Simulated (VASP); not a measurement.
# GaSb (F-43m) in VASP: notebook

Runs on GaSb. Level: PBE. Tasks: vibrations by perturbation theory, elastic constants.

Everything below comes from runs of VASP 6.6.1. Logs are shortened: lines on timing, memory, paths and dates and some standing lists are left out, and cuts for length are marked.

## Step 1: The cell of the first run

Symmetry: F-43m, No. 216, cubic system. Conventional cell: a = 6.223 Å, b = 6.223 Å, c = 6.223 Å, α = 90.00°, β = 90.00°, γ = 90.00°. Within 3.6 Å of Ga (site symmetry -43m) lie 4 Sb at 2.69 Å. Within 3.6 Å of Sb (site symmetry -43m) lie 4 Ga at 2.69 Å.

## Step 2: Vibrations by perturbation theory, PBE

Contents of INCAR:

```
PREC = Accurate
ENCUT = 520
EDIFF = 1E-8
ISMEAR = -1
SIGMA = 0.15
LREAL = False
LASPH = True
NELM = 80
ALGO = Normal
ISIF = 2
LWAVE = False
LCHARG = False
GGA = PE
NBANDS = 16
IBRION = 8
NSW = 1
```

Contents of KPOINTS:

```
Automatic mesh
0
Gamma
  8 8 8
```

Contents of POSCAR:

```
GaSb
1.0
    0.0000000000      3.1113000000      3.1113000000
    3.1113000000      0.0000000000      3.1113000000
    3.1113000000      3.1113000000      0.0000000000
Ga Sb
1 1
Direct
    0.0000000000      0.0000000000      0.0000000000
    0.2500000000      0.2500000000      0.2500000000
```

Potentials or basis: VASP PAW PBE potentials, release 64 (Ga_d, Sb).

Run with:

```bash
$ cat potpaw_PBE.64/Ga_d/POTCAR potpaw_PBE.64/Sb/POTCAR > POTCAR
$ mpirun -np 1 vasp_std > vasp.out
```

OUTCAR:

```text
PREC = Accurate
   ENCUT = 520
   EDIFF = 1E-8
   ISMEAR = -1
   LREAL = False
   LASPH = True
   NELM = 80
   ISIF = 2
   GGA = PE
   IBRION = 8
   NSW = 1

 ion  position               nearest neighbor table
   1  0.000  0.000  0.000-   2 2.69   2 2.69   2 2.69   2 2.69
   2  0.250  0.250  0.250-   1 2.69   1 2.69   1 2.69   1 2.69

  LATTYP: Found a face centered cubic cell.
 ALAT       =     6.2226000000

  Lattice vectors:

 A1 = (   0.0000000000,   3.1113000000,   3.1113000000)
 A2 = (   3.1113000000,   0.0000000000,   3.1113000000)
 A3 = (   3.1113000000,   3.1113000000,   0.0000000000)

Analysis of symmetry for initial positions (statically):
=====================================================================
 Subroutine PRICEL returns:
 Original cell was already a primitive cell.

 Routine SETGRP: Setting up the symmetry group for a
 face centered cubic supercell.

 Subroutine GETGRP returns: Found 24 space group operations
 (whereof 24 operations were pure point group operations)
 out of a pool of 48 trial point group operations.

The static configuration has the point symmetry T_d .

Analysis of symmetry for dynamics (positions and initial velocities):
=====================================================================
 Subroutine PRICEL returns:
 Original cell was already a primitive cell.

 Routine SETGRP: Setting up the symmetry group for a
 face centered cubic supercell.

 Subroutine GETGRP returns: Found 24 space group operations
 (whereof 24 operations were pure point group operations)
 out of a pool of 48 trial point group operations.

The dynamic configuration has the point symmetry T_d .

 Subroutine INISYM returns: Found 24 space group operations
 (whereof 24 operations are pure point group operations),
 and found     1 'primitive' translations

----------------------------------------------------------------------------------------

                                     Primitive cell

  volume of cell :      60.2359

[... 614 lines left out ...]
 -----------------------------------------------------------------------------
  energy-cutoff  :      520.00
  volume of cell :       60.24
      direct lattice vectors                 reciprocal lattice vectors
     0.000000000  3.111300000  3.111300000    -0.160704529  0.160704529  0.160704529
     3.111300000  0.000000000  3.111300000     0.160704529 -0.160704529  0.160704529
     3.111300000  3.111300000  0.000000000     0.160704529  0.160704529 -0.160704529

 POSITION                                       TOTAL-FORCE (eV/Angst)
 -----------------------------------------------------------------------------------
      0.00000      0.00000      0.00000         0.000000     -0.000000     -0.000000
      1.55565      1.55565      1.55565        -0.000000      0.000000      0.000000
 -----------------------------------------------------------------------------------
    total drift:                                0.000001      0.000001      0.000001

  FREE ENERGIE OF THE ION-ELECTRON SYSTEM (eV)
  ---------------------------------------------------
  free  energy   TOTEN  =        -7.3704664139 eV

  energy  without entropy=       -7.3594313898  energy(sigma->0) =       -7.36494890

[... ionic steps 2 to 3 ...]

--------------------------------------- Ionic step        4  -------------------------------------------

------------------------ aborting loop because EDIFF is reached ----------------------------------------

[... ionic steps 5 to 6 ...]

--------------------------------------- Ionic step        7  -------------------------------------------

 Free energy of the ion-electron system (eV)
  ---------------------------------------------------
  ---------------------------------------------------
  free energy    TOTEN  =        -0.02575501 eV

  energy without entropy =       -0.02575501

------------------------ aborting loop because EDIFF is reached ----------------------------------------

 INTERNAL STRAIN TENSOR  FOR ION    2  DIRECTION 1   (eV/Angst):
 -----------------------------------------------------------------------------
     0.00735  0.00000  0.00000
     0.00000 -0.00117 -5.89295
     0.00000 -5.89295 -0.00117

 INTERNAL STRAIN TENSOR FOR ION    2 for displacements in x,y,z  (eV/Angst):
          X           Y           Z          XY          YZ          ZX
  --------------------------------------------------------------------------------
  x     0.00000    -0.00000    -0.00000     0.00000    -5.89295     0.00000
  y     0.00000     0.00000     0.00000     0.00000     0.00000    -5.89295
  z    -0.00000    -0.00000     0.00000    -5.89295     0.00000     0.00000

 SECOND DERIVATIVES (NOT SYMMETRIZED)
 ------------------------------------
               1X          1Y          1Z          2X          2Y          2Z
  1X    -6.883700    0.000000    0.000000    6.883700    0.000000    0.000000
  1Y     0.000000   -6.883700    0.000000    0.000000    6.883700    0.000000
  1Z     0.000000    0.000000   -6.883700    0.000000    0.000000    6.883700
  2X     6.917706    0.000000    0.000000   -6.917706    0.000000    0.000000
  2Y     0.000000    6.917706    0.000000    0.000000   -6.917706    0.000000
  2Z     0.000000    0.000000    6.917706    0.000000    0.000000   -6.917706

 Eigenvectors and eigenvalues of the dynamical matrix
 ----------------------------------------------------

   1 f  =    6.165716 THz    38.740337 2PiTHz  205.666152 cm-1    25.499342 meV
             X         Y         Z           dx          dy          dz
      0.000000  0.000000  0.000000     0.000000    0.796692    0.000000
      1.555650  1.555650  1.555650     0.000000   -0.604386    0.000000
[... 21 lines left out ...]
   6 f/i=    0.007315 THz     0.045962 2PiTHz    0.244003 cm-1     0.030252 meV
             X         Y         Z           dx          dy          dz
      0.000000  0.000000  0.000000     0.000000    0.000000   -0.604386
      1.555650  1.555650  1.555650     0.000000    0.000000   -0.796692

--------------------------------------------------------------------------------------------------------

 ELASTIC MODULI CONTR FROM IONIC RELAXATION (kBar)
 Direction    XX          YY          ZZ          XY          YZ          ZX
 --------------------------------------------------------------------------------
 XX          -0.0000      0.0000      0.0000     -0.0000      0.0000      0.0000
 YY           0.0000     -0.0000      0.0000     -0.0000     -0.0000      0.0000
 ZZ           0.0000      0.0000     -0.0000      0.0000     -0.0000      0.0000
 XY          -0.0000     -0.0000      0.0000   -136.1504     -0.0000     -0.0000
 YZ           0.0000     -0.0000     -0.0000      0.0000   -136.1504     -0.0000
 ZX           0.0000      0.0000      0.0000     -0.0000     -0.0000   -136.1504
 --------------------------------------------------------------------------------
```

stdout:

```text
POSCAR found type information on POSCAR GaSb
 POSCAR found :  2 types and       2 ions
 scaLAPACK will be used
 LDA part: xc-table for (Slater+PW92), standard interpolation
 POSCAR, INCAR and KPOINTS ok, starting setup
 FFT: planning ... GRIDC
 FFT: planning ... GRID_SOFT
 FFT: planning ... GRID
 WAVECAR not read
 entering main loop
 Linear response reoptimize wavefunctions to high precision
 Linear response DOF=           2
 Linear response progress:
 first order change of Fermi-energy   0.24504E-04
 force on displaced ion       1 direction 1 :  -6.884   0.000   0.000
 Linear response progress:
 first order change of Fermi-energy   0.22450E-03
 force on displaced ion       2 direction 1 :  -6.918  -0.000  -0.000
 Linear response finished
```

It took 2.9 min on 1 thread of Intel Xeon 6975P-C (Granite Rapids), shared host; peak memory 0.39 GiB.

Results:

```yaml
Highest_phonon_frequency_at_Γ_LO-TO_splitting_left_out: 206 cm⁻¹
```

Phonon frequencies in cm⁻¹ (negative: imaginary):
```tsv
q point	frequencies
(0.000, 0.000, 0.000)	0 0 0 206 206 206
```

Caveat: spin-orbit coupling is left out, which moves the levels of the heavy elements.

## Step 3: Elastic constants, PBE

Contents of INCAR:

```
SYSTEM = GaSb
ALGO = Normal
EDIFF = 1E-8
ENCUT = 600
GGA = PE
IBRION = 6
ISIF = 3
ISMEAR = -1
LASPH = .TRUE.
LCHARG = .FALSE.
LREAL = .FALSE.
LWAVE = .FALSE.
NELM = 60
NFREE = 2
NSW = 1
POTIM = 0.015
PREC = Accurate
SIGMA = 0.15
```

Contents of KPOINTS:

```
k-points
0
G
  8 8 8
  0 0 0
```

POSCAR is that of step 2.

Potentials or basis: VASP PAW PBE potentials, release 64 (Ga_d, Sb).

Run with:

```bash
$ cat potpaw_PBE.64/Ga_d/POTCAR potpaw_PBE.64/Sb/POTCAR > POTCAR
$ mpirun -np 1 vasp_std > vasp.out
```

It took 9.8 min on 1 thread of Intel Xeon 6975P-C (Granite Rapids), shared host; peak memory 0.4 GiB.

Results (log left out):

* Elastic constants C11, C12, C44: 70, 30, 33 GPa
* Voigt bulk modulus: 44 GPa
* Highest phonon frequency at Γ, LO-TO splitting left out: 206 cm⁻¹

Phonon frequencies in cm⁻¹ (negative: imaginary):
```csv
q point,frequencies
"(0.000, 0.000, 0.000)",0 0 0 206 206 206
```

Elastic tensor in Voigt notation (GPa, in the Cartesian axes of the cell as first typed):
```
70 30 30  0  0  0
30 70 30  0  0  0
30 30 70  0  0  0
 0  0  0 33  0  0
 0  0  0  0 33  0
 0  0  0  0  0 33
```

Clamped-ion elastic tensor (GPa):
```
70 30 30  0  0  0
30 70 30  0  0  0
30 30 70  0  0  0
 0  0  0 48  0  0
 0  0  0  0 48  0
 0  0  0  0  0 48
```

Caveat: spin-orbit coupling is left out, which moves the levels of the heavy elements.
